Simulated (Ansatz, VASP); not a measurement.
One calculation of GaP, two programs

```
Ga P
1.0
     1.96858    1.13656    6.51544
    -1.96858    1.13656    6.51544
     0.00000   -2.27313    6.51544
Ga P
2 2
Direct
  0.56463 0.56463 0.56463
  0.43537 0.43537 0.43537
  0.94261 0.94261 0.94261
  0.05739 0.05739 0.05739
```

Alike in both runs: task single point; functional PBEsol; k mesh 8 × 8 × 8; occupations fermi-dirac, width 0.05 eV; no spin polarisation.

|  | VASP | Ansatz |
| --- | --- | --- |
| version | VASP 6.6.1 | Ansatz 0.2.0 |
| potentials or method | VASP PAW PBE potentials, release 64 (Ga_d, P) | Ansatz PAW |
| plane-wave cutoff (eV) | 520 | 420 |
| valence electrons in the cell | 36 | 36 |

|  | VASP | Ansatz | Ansatz less VASP |
| --- | --- | --- | --- |
| gap on the k mesh at the Fermi level (eV) | 0.72 | 0.71 | -0.010 |
| least direct gap on the mesh (eV) | 0.93 | 0.93 | +0.003 |
| pressure (GPa) | -5.2 | -5.2 | +0.02 |
| traceless stress, the component that is largest in VASP (GPa) | -0.10 | -0.08 | +0.015 |
| rms of the force components (eV/Å) | 0.005 | 0.004 | -0.0012 |

VASP's potentials were made for PBE, not for PBEsol. Atom by atom the forces differ by 0.006 eV/Å (rms over components). The functional is the same, so the differences come from potentials, cutoffs and numerics.
